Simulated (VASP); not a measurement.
# ZrSi2 (Cmcm) in VASP: a series of runs

Aim: see how the results for ZrSi2 move with the level of theory and the settings. Levels: PBE+D3(BJ), revPBE. Tasks: single point.

Program: VASP 6.6.1. These are calculated values, not measurements. Logs are shortened: lines on timing, memory, paths and dates and some standing lists are left out, and cuts for length are marked.

### Step 1. The cell of the first run

Symmetry: Cmcm, No. 63, orthorhombic system. The conventional cell has a = 3.730 Å, b = 14.783 Å, c = 3.682 Å, α = 90.00°, β = 90.00°, γ = 90.00°. Within 3.8 Å of Zr (site symmetry m2m) lie 10 Si at 2.73 to 2.99 Å and 6 Zr at 3.61 to 3.73 Å. Within 3.2 Å of Si (site symmetry m2m) lie 2 Si at 2.43 Å and 6 Zr at 2.73 to 2.99 Å. Within 3.5 Å of Si (site symmetry m2m) lie 8 Si at 2.62 to 3.45 Å and 4 Zr at 2.83 to 2.84 Å.

### Step 2. Single point, PBE+D3(BJ) (16.92 Å³/atom)

The input, INCAR:

```
ALGO = Normal
EDIFF = 1E-6
ENCUT = 520
GGA = PE
ISIF = 2
ISMEAR = 0
IVDW = 12
LASPH = True
LCHARG = False
LREAL = False
LWAVE = False
NBANDS = 29
NELM = 80
PREC = Accurate
SIGMA = 0.05
```

The input, KPOINTS:

```
k-points
0
Gamma
  6 6 6
```

The input, POSCAR:

```
ZrSi2
1.0
    1.8650013577     -7.3914345903      0.0000000000
    1.8650013577      7.3914345903      0.0000000000
    0.0000000000      0.0000000000      3.6819762551
Zr Si
2 4
Direct
    0.6049087490      0.3950912510      0.2500000000
    0.3950912510      0.6049087490      0.7500000000
    0.9465959718      0.0534040282      0.2500000000
    0.0534040282      0.9465959718      0.7500000000
    0.2500383191      0.7499616809      0.2500000000
    0.7499616809      0.2500383191      0.7500000000
```

Potentials or basis: VASP PAW PBE potentials, release 64 (Zr_sv, Si).

Run with:

```
cat potpaw_PBE.64/Zr_sv/POTCAR potpaw_PBE.64/Si/POTCAR > POTCAR
mpirun -np 1 vasp_std > vasp.out
```

OUTCAR:

```text
EDIFF = 1E-6
   ENCUT = 520
   GGA = PE
   ISIF = 2
   ISMEAR = 0
   IVDW = 12
   LASPH = True
   LREAL = False
   NELM = 80
   PREC = Accurate
 IVDW          = 12

 ion  position               nearest neighbor table
   1  0.605  0.395  0.250-   4 2.73   4 2.73   4 2.73   4 2.73   6 2.83   6 2.83   5 2.84   5 2.84
                             3 2.99   3 2.99   2 3.61   2 3.61
   2  0.395  0.605  0.750-   3 2.73   3 2.73   3 2.73   3 2.73   5 2.83   5 2.83   6 2.84   6 2.84
                             4 2.99   4 2.99   1 3.61   1 3.61
   3  0.947  0.053  0.250-   4 2.43   4 2.43   2 2.73   2 2.73   2 2.73   2 2.73   1 2.99   1 2.99

   4  0.053  0.947  0.750-   3 2.43   3 2.43   1 2.73   1 2.73   1 2.73   1 2.73   2 2.99   2 2.99

   5  0.250  0.750  0.250-   6 2.62   6 2.62   6 2.62   6 2.62   2 2.83   2 2.83   1 2.84   1 2.84

   6  0.750  0.250  0.750-   5 2.62   5 2.62   5 2.62   5 2.62   1 2.83   1 2.83   2 2.84   2 2.84

  LATTYP: Found a base centered orthorhombic cell.
 ALAT       =     3.7300027154
 B/A-ratio  =     3.9632328201
 C/A-ratio  =     0.9871242828

  Lattice vectors:

 A1 = (   1.8650013577,  -7.3914345903,   0.0000000000)
 A2 = (   1.8650013577,   7.3914345903,   0.0000000000)
 A3 = (   0.0000000000,   0.0000000000,   3.6819762551)

Analysis of symmetry for initial positions (statically):
=====================================================================
 Subroutine PRICEL returns:
 Original cell was already a primitive cell.

 Routine SETGRP: Setting up the symmetry group for a
 base centered orthorhombic supercell.

 Subroutine GETGRP returns: Found  8 space group operations
 (whereof  4 operations were pure point group operations)
 out of a pool of  8 trial point group operations.

The static configuration has the point symmetry C_2h.
 The point group associated with its full space group is D_2h.

Analysis of symmetry for dynamics (positions and initial velocities):
=====================================================================
 Subroutine PRICEL returns:
 Original cell was already a primitive cell.

 Routine SETGRP: Setting up the symmetry group for a
 base centered orthorhombic supercell.

 Subroutine GETGRP returns: Found  8 space group operations
 (whereof  4 operations were pure point group operations)
 out of a pool of  8 trial point group operations.

The dynamic configuration has the point symmetry C_2h.
 The point group associated with its full space group is D_2h.

 Subroutine INISYM returns: Found  8 space group operations
 (whereof  4 operations are pure point group operations),
 and found     1 'primitive' translations

----------------------------------------------------------------------------------------

                                     Primitive cell

  volume of cell :     101.5123

  direct lattice vectors                    reciprocal lattice vectors
     1.865001358 -7.391434590  0.000000000     0.268096320 -0.067645867  0.000000000
     1.865001358  7.391434590  0.000000000     0.268096320  0.067645867  0.000000000
     0.000000000  0.000000000  3.681976255     0.000000000  0.000000000  0.271593278

  length of vectors
     7.623092244  7.623092244  3.681976255     0.276498824  0.276498824  0.271593278

  position of ions in fractional coordinates (direct lattice)
     0.604908749  0.395091251  0.250000000
     0.395091251  0.604908749  0.750000000
     0.946595972  0.053404028  0.250000000
     0.053404028  0.946595972  0.750000000
     0.250038319  0.749961681  0.250000000
     0.749961681  0.250038319  0.750000000

  ion indices of the primitive-cell ions
   primitive index   ion index
                 1           1
                 2           2
                 3           3
                 4           4
                 5           5
                 6           6

----------------------------------------------------------------------------------------

 KPOINTS: k-points

Automatic generation of k-mesh.
 Grid dimensions read from file:
 generate k-points for:    6    6    6

 Generating k-lattice:

  Cartesian coordinates                     Fractional coordinates (reciprocal lattice)
     0.044682720 -0.011274311  0.000000000     0.166666667  0.000000000  0.000000000
     0.044682720  0.011274311  0.000000000     0.000000000  0.166666667  0.000000000
     0.000000000  0.000000000  0.045265546     0.000000000  0.000000000  0.166666667

  Length of vectors
     0.046083137  0.046083137  0.045265546

  Shift w.r.t. Gamma in fractional coordinates (k-lattice)
     0.000000000  0.000000000  0.000000000

 Subroutine IBZKPT returns following result:
 ===========================================

 Found     52 irreducible k-points:

 Following reciprocal coordinates:
            Coordinates               Weight
  0.000000  0.000000  0.000000      1.000000
  0.166667  0.000000  0.000000      4.000000
  0.333333  0.000000  0.000000      4.000000
  0.500000  0.000000  0.000000      2.000000
  0.166667  0.166667  0.000000      2.000000
  0.333333  0.166667  0.000000      4.000000
[... 16 lines left out ...]
  0.333333  0.333333  0.166667      4.000000
  0.500000  0.333333  0.166667      8.000000
 [... further k-points ...]
   k-points           NKPTS =     52   k-points in BZ     NKDIM =     52   number of bands    NBANDS=     29
   number of dos      NEDOS =    301   number of ions     NIONS =      6
   total plane-waves  NPLWV = 100800
   dimension x,y,z NGX =    60 NGY =   60 NGZ =   28
   dimension x,y,z NGXF=   120 NGYF=  120 NGZF=   56
   ions per type =               2   4
   NGX,Y,Z   is equivalent  to a cutoff of  13.08, 13.08, 12.64 a.u.
   NGXF,Y,Z  is equivalent  to a cutoff of  26.17, 26.17, 25.28 a.u.
 SYSTEM =  unknown system
   PREC   = accura    normal or accurate (medium, high low for compatibility)
   ISTART =      0    job   : 0-new  1-cont  2-samecut
   ICHARG =      2    charge: 1-file 2-atom 10-const
   ISPIN  =      1    spin polarized calculation?
   LNONCOLLINEAR =      F non collinear calculations
   LSORBIT =      F    spin-orbit coupling
   LASPH  =      T    aspherical Exc in radial PAW
   ENCUT  =  520.0 eV  38.22 Ry    6.18 a.u.  14.17 14.17  6.85*2*pi/ulx,y,z
   NELM   =     80;   NELMIN=  2; NELMDL= -5     # of ELM steps
   EDIFF  = 0.1E-05   stopping-criterion for ELM
   LREAL  =      F    real-space projection
   EDIFFG = 0.1E-04   stopping-criterion for IOM
   NSW    =      0    number of steps for IOM
   IBRION =     -1    ionic relax: 0-MD 1-quasi-New 2-CG
   NFREE  =      0    steps in history (QN), initial steepest desc. (CG)
   ISIF   =      2    stress and relaxation
   ISYM   =      2    0-nonsym 1-usesym 2-fastsym
   POTIM  = 0.5000    time-step for ionic-motion
   TEBEG  =    0.0;   TEEND  =   0.0 temperature during run
   PSTRESS=    0.0 pullay stress
   NELECT =      40.0000    total number of electrons
   NUPDOWN=      -1.0000    fix difference up-down
   EMIN   =  10.00;   EMAX   =-10.00  energy-range for DOS
   EFERMI =   0.00;   METHOD = LEGACY
   ISMEAR =     0;   SIGMA  =   0.05  broadening in eV -4-tet -1-fermi 0-gaus
   EFERMI_NEDOS =   21; number of points for ismear=-14 and -15
   IALGO  =     38    algorithm
   IMIX   =      4    mixing-type and parameters
     AMIX     =   0.40;   BMIX     =  1.00
     AMIX_MAG =   1.60;   BMIX_MAG =  1.00
  volume/ion in A,a.u.               =      16.92       114.17
  Fermi-wavevector in a.u.,A,eV,Ry     =   1.200204  2.268057 19.599064  1.440491
  Thomas-Fermi vector in A             =   2.336047
   LORBIT       =      0    0 simple, 1 ext, 2 COOP (PROOUT), +10 PAW based schemes
   GGA     = PE    functional components
   LHFCALC =     F    Hartree Fock is set to
   AEXX    =    0.0000 exact exchange contribution
   IVDW    =    12    specifies the selected vdW correction
   LEPSILON=     F    determine dielectric tensor
   LRPA    =     F    only Hartree local field effects (RPA)
 non-spin polarized calculation
 Gauss-broadening in eV      SIGMA  =   0.05
  energy-cutoff  :      520.00
  volume of cell :      101.51
 maximum number of plane-waves:      2753
 NGX is ok and might be reduce to    60
   NGX = 29   NGY = 29   NGZ = 13

 number of electron      40.0000000 magnetization

 Free energy of the ion-electron system (eV)
  ---------------------------------------------------
  ext. energy  EPLUGINS =         0.00000000
  ---------------------------------------------------
  free energy    TOTEN  =       -42.70837451 eV

  energy without entropy =      -42.70650746  energy(sigma->0) =      -42.70744098

 E-fermi :   9.9398     XC(G=0): -11.2210

 val. band max:        9.9119790844   @ k =  -0.3333   0.3333   0.0000
 cond. band min:       9.9428970564   @ k =   0.5000   0.5000   0.5000
 fundamental gap:      0.0309179720
 Fermi energy:         9.9397642102

 k-point     1 :       0.0000    0.0000    0.0000
  band No.  band energies     occupation
      1     -38.9253      2.00000
      2     -38.9129      2.00000
      3     -17.1495      2.00000
      4     -17.0155      2.00000
      5     -16.9933      2.00000
      6     -16.9880      2.00000
[... 21 lines left out ...]
     28      12.7633      0.00000
     29      13.7956      0.00000

 k-point     2 :       0.1667    0.0000    0.0000
  band No.  band energies     occupation
      1     -38.9231      2.00000
      2     -38.9110      2.00000
      3     -17.1409      2.00000
      4     -17.0594      2.00000
      5     -17.0327      2.00000
      6     -16.9854      2.00000
[... 21 lines left out ...]
     28      12.9887      0.00000
     29      13.7782      0.00000

 k-point     3 :       0.3333    0.0000    0.0000
  band No.  band energies     occupation
      1     -38.9189      2.00000
      2     -38.9070      2.00000
      3     -17.1475      2.00000
      4     -17.1224      2.00000
      5     -17.1098      2.00000
      6     -16.9803      2.00000
[... 21 lines left out ...]
     28      13.1678      0.00000
     29      14.3497      0.00000

 k-point     4 :       0.5000    0.0000    0.0000
  band No.  band energies     occupation
      1     -38.9167      2.00000
      2     -38.9050      2.00000
      3     -17.1893      2.00000
      4     -17.1490      2.00000
      5     -17.1134      2.00000
      6     -16.9779      2.00000
[... 21 lines left out ...]
     28      13.2264      0.00000
     29      13.3749      0.00000

 k-point     5 :       0.1667    0.1667    0.0000
  band No.  band energies     occupation
      1     -38.9189      2.00000
      2     -38.9070      2.00000
      3     -17.1469      2.00000
      4     -17.1241      2.00000
      5     -17.1105      2.00000
      6     -16.9784      2.00000
[... 21 lines left out ...]
     28      13.5077      0.00000
     29      13.8122      0.00000
[... 510 lines left out ...]
     28      13.6130      0.00000
     29      13.6933      0.00000

 k-point    22 :      -0.1667    0.1667    0.1667
  band No.  band energies     occupation
      1     -38.9221      2.00000
      2     -38.9115      2.00000
      3     -17.1342      2.00000
      4     -17.0210      2.00000
      5     -17.0099      2.00000
      6     -16.9901      2.00000
[... 21 lines left out ...]
     28      13.4505      0.00000
     29      13.7544      0.00000

 k-point    23 :       0.3333    0.3333    0.1667
  band No.  band energies     occupation
      1     -38.9157      2.00000
      2     -38.9056      2.00000
      3     -17.1399      2.00000
      4     -17.1059      2.00000
      5     -17.1051      2.00000
      6     -17.0115      2.00000
[... 21 lines left out ...]
     28      13.7574      0.00000
     29      13.8405      0.00000

 k-point    24 :       0.5000    0.3333    0.1667
  band No.  band energies     occupation
      1     -38.9198      2.00000
      2     -38.9097      2.00000
      3     -17.1207      2.00000
      4     -17.0527      2.00000
      5     -17.0294      2.00000
      6     -17.0219      2.00000
[... 21 lines left out ...]
     28      13.6747      0.00000
     29      13.7761      0.00000

 [... further k-points ...]

------------------------ aborting loop because EDIFF is reached ----------------------------------------

 Edisp (eV)   -2.86552

 E8    (eV) :    -1.3018

  FORCE on cell =-STRESS in cart. coord.  units (eV):
  Direction    XX          YY          ZZ          XY          YZ          ZX
  --------------------------------------------------------------------------------------
  -------------------------------------------------------------------------------------
  Total      -3.42577    -3.44439    -3.44797     0.00000    -0.00000     0.00000
  in kB     -54.06921   -54.36301   -54.41953     0.00000    -0.00000     0.00000
  external pressure =      -54.28 kB  Pullay stress =        0.00 kB

 VOLUME and BASIS-vectors are now :
 -----------------------------------------------------------------------------
  energy-cutoff  :      520.00
  volume of cell :      101.51
      direct lattice vectors                 reciprocal lattice vectors
     1.865001358 -7.391434590  0.000000000     0.268096320 -0.067645867  0.000000000
     1.865001358  7.391434590  0.000000000     0.268096320  0.067645867  0.000000000
     0.000000000  0.000000000  3.681976255     0.000000000  0.000000000  0.271593278

 POSITION                                       TOTAL-FORCE (eV/Angst)
 -----------------------------------------------------------------------------------
      1.86500     -1.55085      0.92049         0.000000     -0.002820      0.000000
      1.86500      1.55085      2.76148         0.000000      0.002820      0.000000
      1.86500     -6.60197      0.92049         0.000000     -0.009948     -0.000000
      1.86500      6.60197      2.76148         0.000000      0.009948     -0.000000
      1.86500      3.69515      0.92049         0.000000      0.000742     -0.000000
      1.86500     -3.69515      2.76148         0.000000     -0.000742     -0.000000
 -----------------------------------------------------------------------------------
    total drift:                                0.000000     -0.000000     -0.000000

  FREE ENERGIE OF THE ION-ELECTRON SYSTEM (eV)
  ---------------------------------------------------
  free  energy   TOTEN  =       -45.5738912282 eV

  energy  without entropy=      -45.5720241750  energy(sigma->0) =      -45.57295770
```

Run time: 11 min. Hardware: 1 thread of Intel Xeon 8259CL, shared host; peak memory 0.38 GiB.

Results:

* Free energy: -45.5739 eV
* Pressure: -5.4 GPa
* Largest force: 0.010 eV/Å
* Band gap on the k mesh: zero (bands 20 and 21 overlap by 0.76 eV)
* Dispersion energy per atom: -0.478 eV

Forces in eV/Å, atoms in the order of the input:
```
Zr   0.000 -0.003  0.000
Zr   0.000  0.003  0.000
Si   0.000 -0.010  0.000
Si   0.000  0.010  0.000
Si   0.000  0.001  0.000
Si   0.000 -0.001  0.000
```

Caveat: three body term missing; the cell stands under tension.

(Part 1 of 2 ends here.)

The gap in the log of VASP goes by the Fermi energy; the results here count the filled bands.